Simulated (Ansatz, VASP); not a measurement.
**One calculation of Ni, two programs**

INCAR

```
PREC = Accurate
ENCUT = 600
EDIFF = 1E-7
ISMEAR = 0
SIGMA = 0.1
LREAL = False
LASPH = True
NELM = 150
ALGO = Normal
ISIF = 3
LWAVE = False
LCHARG = False
ISPIN = 2
MAGMOM = 0.77 0.77 0.79 0.79
LORBIT = 11
LMAXMIX = 4
GGA = PE
IBRION = 2
NSW = 90
EDIFFG = -0.04
```

Contents of KPOINTS:

```
Automatic mesh
0
Gamma
  9 9 2
```

POSCAR

```
Ni
1.0
    2.5322817327      0.0000000000      0.0000000000
   -1.2661408663      2.1930203101      0.0000000000
    0.0000000000      0.0000000000      8.1671083916
Ni
4
Direct
    0.0000000000      0.0000000000      0.0000000000
    0.0000000000      0.0000000000      0.5000000000
    0.3333333333      0.6666666667      0.7500000000
    0.6666666667      0.3333333333      0.2500000000
```

Input for Ansatz:

```yaml
crystal:
  lattice:
    - [2.5322817327, 0.0, 0.0]
    - [-1.2661408663, 2.1930203101, 0.0]
    - [0.0, 0.0, 8.1671083916]
  atoms:
    - { symbol: Ni, position: [0.0, 0.0, 0.0], spin: 0.77 }
    - { symbol: Ni, position: [0.0, 0.0, 0.5], spin: 0.77 }
    - { symbol: Ni, position: [0.3333333333, 0.6666666667, 0.75], spin: 0.79 }
    - { symbol: Ni, position: [0.6666666667, 0.3333333333, 0.25], spin: 0.79 }
basis:
  ecutwfc: 420
kpoints:
  mp_grid: { grid: [9, 9, 2] }
hamiltonian:
  xc: pbe
scf:
  occupations: { method: gaussian, width: 0.1 }
  lower_state_search: "off"
output:
  forces: true
  stress: true
  eigenvalues: true
  populations: true
magnetization:
  spin_polarized: true
relax:
  adjacent_minimum: "off"
  f_tol: 0.04
  max_steps: 70
  cell: { stress_tol: 0.4 }
```

Alike in both runs: task relaxation of cell and atoms; functional PBE; k mesh 9 × 9 × 2; occupations gaussian, width 0.1 eV; collinear spin.

|  | VASP | Ansatz |
| --- | --- | --- |
| version | VASP 6.6.1 | Ansatz 0.2.0 |
| potentials or method | VASP PAW PBE potentials, release 64 (Ni), cutoff 600 eV | scalar-relativistic, plane waves, PAW |
| valence electrons in the cell | 40 | 72 |

Ansatz gave:

```
gap on the k mesh at the Fermi level, each at its own relaxed structure (eV) : none
net moment per atom (μB)                                                     : 0.63
size of the moment on the site where the two differ most (μB)                : 0.68
relaxed volume (Å³/atom)                                                     : 10.90
relaxed cell length with the largest relative difference (Å)                 : 2.480
```

**Question.** Estimate VASP's values.

**Answer.** gap on the k mesh at the Fermi level, each at its own relaxed structure (eV): none; net moment per atom (μB): 0.61; size of the moment on the site where the two differ most (μB): 0.63; relaxed volume (Å³/atom): 10.89; relaxed cell length with the largest relative difference (Å): 2.478.

Site moments also hang on the region over which each program counts them. A gap of «none» marks a metal or a gap that the smearing closes. VASP's potentials hold 40 valence electrons a cell and Ansatz's 72, so a difference there can come from the potentials and not from the codes.

The k mesh is coarse, so the values compare programs but aren't converged.
